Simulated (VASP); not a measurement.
# Cd (R-3m) in VASP: further runs, part 2 of 3

VASP 6.6.1. The steps go on from the part before.

### Step 4. Single point, PBE

Input file INCAR:

```
PREC = Accurate
ENCUT = 520
EDIFF = 1E-6
ISMEAR = -4
SIGMA = 0.1
LREAL = False
LASPH = True
NELM = 100
ALGO = Fast
ISIF = 2
LWAVE = False
LCHARG = False
GGA = PE
NBANDS = 12
```

Input file KPOINTS:

```
Automatic mesh
0
Gamma
  5 5 5
```

Input file POSCAR:

```
Cd
1.0
    1.6080291515      0.9283960635      2.4492874100
   -1.6080291515      0.9283960635      2.4492874100
    0.0000000000     -1.8567921270      2.4492874100
Cd
1
Direct
    0.0000000000      0.0000000000      0.0000000000
```

Potentials or basis: VASP PAW PBE potentials, release 64 (Cd).

On the command line:

```bash
$ cat potpaw_PBE.64/Cd/POTCAR > POTCAR
$ mpirun -np 1 vasp_std > vasp.out
```

OUTCAR:

```text
PREC = Accurate
   ENCUT = 520
   EDIFF = 1E-6
   ISMEAR = -4
   LREAL = False
   LASPH = True
   NELM = 100
   ISIF = 2
   GGA = PE

 ion  position               nearest neighbor table
   1  0.000  0.000  0.000-

  LATTYP: Found a trigonal (rhomboedric) cell.
 ALAT       =     3.0735461310
 COS(alpha) =     0.4525576903

  Lattice vectors:

 A1 = (   1.6080291515,   0.9283960635,   2.4492874100)
 A2 = (  -1.6080291515,   0.9283960635,   2.4492874100)
 A3 = (   0.0000000000,  -1.8567921270,   2.4492874100)

Analysis of symmetry for initial positions (statically):
=====================================================================
 Subroutine PRICEL returns:
 Original cell was already a primitive cell.

 Routine SETGRP: Setting up the symmetry group for a
 trigonal (rhombohedral) supercell.

 Subroutine GETGRP returns: Found 12 space group operations
 (whereof 12 operations were pure point group operations)
 out of a pool of 12 trial point group operations.

The static configuration has the point symmetry D_3d.

Analysis of symmetry for dynamics (positions and initial velocities):
=====================================================================
 Subroutine PRICEL returns:
 Original cell was already a primitive cell.

 Routine SETGRP: Setting up the symmetry group for a
 trigonal (rhombohedral) supercell.

 Subroutine GETGRP returns: Found 12 space group operations
 (whereof 12 operations were pure point group operations)
 out of a pool of 12 trial point group operations.

The dynamic configuration has the point symmetry D_3d.

 Subroutine INISYM returns: Found 12 space group operations
 (whereof 12 operations are pure point group operations),
 and found     1 'primitive' translations

----------------------------------------------------------------------------------------

                                     Primitive cell

  volume of cell :      21.9391

  direct lattice vectors                    reciprocal lattice vectors
     1.608029152  0.928396064  2.449287410     0.310939637  0.179521083  0.136094005
    -1.608029152  0.928396064  2.449287410    -0.310939637  0.179521083  0.136094005
     0.000000000 -1.856792127  2.449287410     0.000000000 -0.359042166  0.136094005

  length of vectors
     3.073546131  3.073546131  3.073546131     0.383969862  0.383969862  0.383969862

  position of ions in fractional coordinates (direct lattice)
     0.000000000  0.000000000  0.000000000

  ion indices of the primitive-cell ions
   primitive index   ion index
                 1           1

----------------------------------------------------------------------------------------

 KPOINTS: Automatic mesh

Automatic generation of k-mesh.
 Grid dimensions read from file:
 generate k-points for:    5    5    5

 Generating k-lattice:

  Cartesian coordinates                     Fractional coordinates (reciprocal lattice)
     0.062187927  0.035904217  0.027218801     0.200000000 -0.000000000  0.000000000
    -0.062187927  0.035904217  0.027218801    -0.000000000  0.200000000  0.000000000
     0.000000000 -0.071808433  0.027218801     0.000000000  0.000000000  0.200000000

  Length of vectors
     0.076793972  0.076793972  0.076793972

  Shift w.r.t. Gamma in fractional coordinates (k-lattice)
     0.000000000  0.000000000  0.000000000

 TETIRR: Found     65 inequivalent tetrahedra from      750

 Subroutine IBZKPT returns following result:
 ===========================================

 Found     19 irreducible k-points:

 Following reciprocal coordinates:
            Coordinates               Weight
  0.000000  0.000000  0.000000      1.000000
  0.200000  0.000000 -0.000000      6.000000
  0.400000 -0.000000  0.000000      6.000000
  0.200000  0.200000 -0.000000      6.000000
  0.400000  0.200000  0.000000     12.000000
 -0.400000  0.200000 -0.000000     12.000000
[... 11 lines left out ...]
  0.400000  0.400000  0.400000      2.000000
 -0.400000  0.400000  0.400000      6.000000
   k-points           NKPTS =     19   k-points in BZ     NKDIM =     19   number of bands    NBANDS=     12
   number of dos      NEDOS =    301   number of ions     NIONS =      1
   total plane-waves  NPLWV =  13824
   dimension x,y,z NGX =    24 NGY =   24 NGZ =   24
   dimension x,y,z NGXF=    48 NGYF=   48 NGZF=   48
   ions per type =               1
   NGX,Y,Z   is equivalent  to a cutoff of  12.98, 12.98, 12.98 a.u.
   NGXF,Y,Z  is equivalent  to a cutoff of  25.96, 25.96, 25.96 a.u.
 SYSTEM =  unknown system
   PREC   = accura    normal or accurate (medium, high low for compatibility)
   ISTART =      0    job   : 0-new  1-cont  2-samecut
   ICHARG =      2    charge: 1-file 2-atom 10-const
   ISPIN  =      1    spin polarized calculation?
   LNONCOLLINEAR =      F non collinear calculations
   LSORBIT =      F    spin-orbit coupling
   LASPH  =      T    aspherical Exc in radial PAW
   ENCUT  =  520.0 eV  38.22 Ry    6.18 a.u.   5.71  5.71  5.71*2*pi/ulx,y,z
   NELM   =    100;   NELMIN=  2; NELMDL= -5     # of ELM steps
   EDIFF  = 0.1E-05   stopping-criterion for ELM
   LREAL  =      F    real-space projection
   EDIFFG = 0.1E-04   stopping-criterion for IOM
   NSW    =      0    number of steps for IOM
   IBRION =     -1    ionic relax: 0-MD 1-quasi-New 2-CG
   NFREE  =      0    steps in history (QN), initial steepest desc. (CG)
   ISIF   =      2    stress and relaxation
   ISYM   =      2    0-nonsym 1-usesym 2-fastsym
   POTIM  = 0.5000    time-step for ionic-motion
   TEBEG  =    0.0;   TEEND  =   0.0 temperature during run
   PSTRESS=    0.0 pullay stress
   NELECT =      12.0000    total number of electrons
   NUPDOWN=      -1.0000    fix difference up-down
   EMIN   =  10.00;   EMAX   =-10.00  energy-range for DOS
   EFERMI =   0.00;   METHOD = LEGACY
   ISMEAR =    -4;   SIGMA  =   0.10  broadening in eV -4-tet -1-fermi 0-gaus
   EFERMI_NEDOS =   21; number of points for ismear=-14 and -15
   IALGO  =     68    algorithm
   IMIX   =      4    mixing-type and parameters
     AMIX     =   0.40;   BMIX     =  1.00
     AMIX_MAG =   1.60;   BMIX_MAG =  1.00
  volume/ion in A,a.u.               =      21.94       148.05
  Fermi-wavevector in a.u.,A,eV,Ry     =   1.338842  2.530044 24.388398  1.792497
  Thomas-Fermi vector in A             =   2.467280
   LORBIT       =      0    0 simple, 1 ext, 2 COOP (PROOUT), +10 PAW based schemes
   GGA     = PE    functional components
   LHFCALC =     F    Hartree Fock is set to
   AEXX    =    0.0000 exact exchange contribution
   IVDW    =     0    specifies the selected vdW correction
   LEPSILON=     F    determine dielectric tensor
   LRPA    =     F    only Hartree local field effects (RPA)
 non-spin polarized calculation
 RMM-DIIS sequential band-by-band and
 Fermi weights with tetrahedron method witout Bloechl corrections
  energy-cutoff  :      520.00
  volume of cell :       21.94
 maximum number of plane-waves:       602
   NGX = 11   NGY = 11   NGZ = 11

 number of electron      11.9999997 magnetization

 Free energy of the ion-electron system (eV)
  ---------------------------------------------------
  ext. energy  EPLUGINS =         0.00000000
  ---------------------------------------------------
  free energy    TOTEN  =        -0.61718381 eV

  energy without entropy =       -0.61718381  energy(sigma->0) =       -0.61718381

 E-fermi :   2.7560     XC(G=0): -10.9637

 val. band max:        3.0002283087   @ k =  -0.4000   0.4000   0.0000
 cond. band min:       2.4241080069   @ k =  -0.4000   0.2000   0.2000
 fundamental gap:     -0.5761203018
 Fermi energy:         2.7560040489

 k-point     1 :       0.0000    0.0000    0.0000
  band No.  band energies     occupation
      1      -6.4570      2.00000
      2      -6.4570      2.00000
      3      -6.2365      2.00000
      4      -5.9367      2.00000
      5      -5.9002      2.00000
      6      -5.9002      2.00000
      7      16.2786      0.00000
      8      16.9426      0.00000
      9      16.9426      0.00000
     10      19.7813      0.00000
     11      20.4249      0.00000
     12      20.4249      0.00000
[... 256 lines left out ...]
 k-point    19 :      -0.4000    0.4000    0.4000
  band No.  band energies     occupation
      1      -6.6387      2.00000
      2      -6.4314      2.00000
      3      -6.1739      2.00000
      4      -5.8369      2.00000
      5      -5.5789      2.00000
      6       1.5041      1.99975
      7       3.5740      0.00028
      8       8.8543      0.00000
      9      12.5474      0.00000
     10      14.3966      0.00000
     11      21.2162      0.00000
     12      21.4492      0.00000

------------------------ aborting loop because EDIFF is reached ----------------------------------------

  FORCE on cell =-STRESS in cart. coord.  units (eV):
  Direction    XX          YY          ZZ          XY          YZ          ZX
  --------------------------------------------------------------------------------------
  -------------------------------------------------------------------------------------
  Total       -0.0477543     -0.0477543      0.6214809      0.0000000      0.0000000      0.0000000
  in kB       -3.4874259     -3.4874259     45.3858207      0.0000000      0.0000000      0.0000000
  external PRESSURE =      12.8036563 kB  Pullay stress =       0.0000000 kB

 VOLUME and BASIS-vectors are now :
 -----------------------------------------------------------------------------
  energy-cutoff  :      520.00
  volume of cell :       21.94
      direct lattice vectors                 reciprocal lattice vectors
     1.608029152  0.928396064  2.449287410     0.310939637  0.179521083  0.136094005
    -1.608029152  0.928396064  2.449287410    -0.310939637  0.179521083  0.136094005
     0.000000000 -1.856792127  2.449287410     0.000000000 -0.359042166  0.136094005

 POSITION                                       TOTAL-FORCE (eV/Angst)
 -----------------------------------------------------------------------------------
      0.00000      0.00000      0.00000        -0.000000     -0.000000     -0.000000
 -----------------------------------------------------------------------------------
    total drift:                                0.000000     -0.000000     -0.000000

  FREE ENERGIE OF THE ION-ELECTRON SYSTEM (eV)
  ---------------------------------------------------
  free  energy   TOTEN  =        -0.6171838117 eV

  energy  without entropy=       -0.6171838117  energy(sigma->0) =       -0.61718381
```

OSZICAR:

```text
N       E                     dE             d eps       ncg     rms          rms(c)
DAV:   1     0.719976053221E+02    0.71998E+02   -0.68149E+03   488   0.970E+02
DAV:   2     0.639312038784E+00   -0.71358E+02   -0.69471E+02   476   0.242E+02
DAV:   3    -0.664964913778E+00   -0.13043E+01   -0.13036E+01   532   0.362E+01
DAV:   4    -0.666655585388E+00   -0.16907E-02   -0.16906E-02   520   0.129E+00
DAV:   5    -0.666659900839E+00   -0.43155E-05   -0.43156E-05   552   0.650E-02    0.296E+00
RMM:   6    -0.618524712756E+00    0.48135E-01   -0.89192E-02   463   0.316E+00    0.242E+00
RMM:   7    -0.616833820236E+00    0.16909E-02   -0.67327E-03   486   0.772E-01    0.125E+00
RMM:   8    -0.617144698399E+00   -0.31088E-03   -0.18550E-03   488   0.638E-01    0.865E-02
RMM:   9    -0.617174241385E+00   -0.29543E-04   -0.70958E-05   507   0.990E-02    0.419E-02
RMM:  10    -0.617184351023E+00   -0.10110E-04   -0.26209E-05   508   0.749E-02    0.934E-03
RMM:  11    -0.617183811725E+00    0.53930E-06   -0.26682E-06   446   0.174E-02
   1 F= -.61718381E+00 E0= -.61718381E+00  d E =0.000000E+00
```

stdout:

```text
POSCAR found type information on POSCAR Cd
 POSCAR found :  1 types and       1 ions
 scaLAPACK will be used
 LDA part: xc-table for (Slater+PW92), standard interpolation
 POSCAR, INCAR and KPOINTS ok, starting setup
 FFT: planning ... GRIDC
 FFT: planning ... GRID_SOFT
 FFT: planning ... GRID
 WAVECAR not read
 entering main loop
 -----------------------------------------------------------------------------
|                                                                             |
|           W    W    AA    RRRRR   N    N  II  N    N   GGGG   !!!           |
|           W    W   A  A   R    R  NN   N  II  NN   N  G    G  !!!           |
|           W    W  A    A  R    R  N N  N  II  N N  N  G       !!!           |
|           W WW W  AAAAAA  RRRRR   N  N N  II  N  N N  G  GGG   !            |
|           WW  WW  A    A  R   R   N   NN  II  N   NN  G    G                |
|           W    W  A    A  R    R  N    N  II  N    N   GGGG   !!!           |
|                                                                             |
|     Tetrahedron method does not include variations of the Fermi             |
|     occupations, so forces and stress will be inaccurate. We suggest        |
|     using a different smearing scheme ISMEAR = 1 or 2 for metals in         |
|     relaxations.                                                            |
|                                                                             |
 -----------------------------------------------------------------------------
```

Wall time 7.2 s (1 thread of Intel Xeon 8259CL, shared host); peak memory 0.13 GiB.

Results:

| Quantity | Value |
| --- | --- |
| Free energy | -0.6172 eV |
| Pressure | 1.3 GPa |
| Band gap on the k mesh | zero (band 6 reaches 3.00 eV, above the bottom of band 7 at 2.42 eV) |

Caveat: the k points lie up to 0.48 Å⁻¹ apart.

(Part 2 of 3 ends here.)
